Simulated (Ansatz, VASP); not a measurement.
# Rb: VASP beside Ansatz

INCAR

```
ALGO = Normal
EDIFF = 1E-6
ENCUT = 520
GGA = PS
ISIF = 2
ISMEAR = -1
LASPH = True
LCHARG = False
LREAL = False
LWAVE = False
NBANDS = 16
NELM = 60
PREC = Accurate
SIGMA = 0.05
```

KPOINTS

```
k-points
0
Gamma
  8 8 8
```

The input POSCAR:

```
Rb
1.0
    0.0000000000      4.8925637083      4.8925637083
    4.8925637083      0.0000000000      4.8925637083
    4.8925637083      4.8925637083      0.0000000000
Rb
2
Direct
   -0.1250000000     -0.1250000000     -0.1250000000
    0.1250000000      0.1250000000      0.1250000000
```

Input for Ansatz:

```yaml
crystal:
  lattice:
    - [0.0, 4.8925637083, 4.8925637083]
    - [4.8925637083, 0.0, 4.8925637083]
    - [4.8925637083, 4.8925637083, 0.0]
  atoms:
    - { symbol: Rb, position: [-0.125, -0.125, -0.125] }
    - { symbol: Rb, position: [0.125, 0.125, 0.125] }
kpoints:
  mp_grid: { grid: [8, 8, 8] }
scf:
  occupations: { method: fermi_dirac, width: 0.05 }
hamiltonian:
  xc: pbesol
  pseudopotentials: { kind: all_electron, lapw: { basis_error: 0.001 } }
output:
  forces: true
  stress: true
  eigenvalues: true
  populations: true
```

Change from the starting cell: volume scaled by 0.9, LAPW.

Alike in both runs: task single point; functional PBEsol; k mesh 8 × 8 × 8; occupations fermi-dirac, width 0.05 eV; no spin polarisation.

|  | VASP | Ansatz |
| --- | --- | --- |
| version | VASP 6.6.1 | Ansatz 0.2.0 |
| potentials or method | VASP PAW PBE potentials, release 64 (Rb_sv), cutoff 520 eV | all-electron LAPW, scalar-relativistic |

|  | VASP | Ansatz | Ansatz less VASP |
| --- | --- | --- | --- |
| pressure (GPa) | 0.1 | 0.1 | 0.00 |

VASP's potentials were made for PBE, not for PBEsol. Ansatz ran all-electron here, and VASP with PAW potentials.
